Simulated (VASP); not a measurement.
A run of VASP 6.6.1 is set up as follows.

INCAR

```
SYSTEM = Sr
PREC = Accurate ; ENCUT = 520
EDIFF = 1E-7 ; ISMEAR = -1
SIGMA = 0.13605693000000002 ; LREAL = .False.
LASPH = .True. ; NELM = 100
ALGO = Normal ; ISIF = 2
LWAVE = .False. ; LCHARG = .False.
GGA = PS ; NBANDS = 11
```

Contents of KPOINTS:

```
regular mesh
0
Gamma
  10 10 10
  0 0 0
```

Contents of POSCAR:

```
Sr
1.0
   -2.3460170952      2.3460170952      2.3460170952
    2.3460170952     -2.3460170952      2.3460170952
    2.3460170952      2.3460170952     -2.3460170952
Sr
1
Direct
    0.0000000000      0.0000000000      0.0000000000
```

Potentials or basis: VASP PAW PBE potentials, release 64 (Sr_sv).

Launch:

```sh
$ cat potpaw_PBE.64/Sr_sv/POTCAR > POTCAR
$ mpirun -np 1 vasp_std > vasp.out
```

Q: What does it give for the band gap on the k mesh?

A: Zero (bands 5 and 6 overlap by 0.44 eV).

Q: Estimate the pressure.

A: 0.0 GPa.

Caveat: the PAW data sets were made with another functional, which shifts forces and pressure a little.
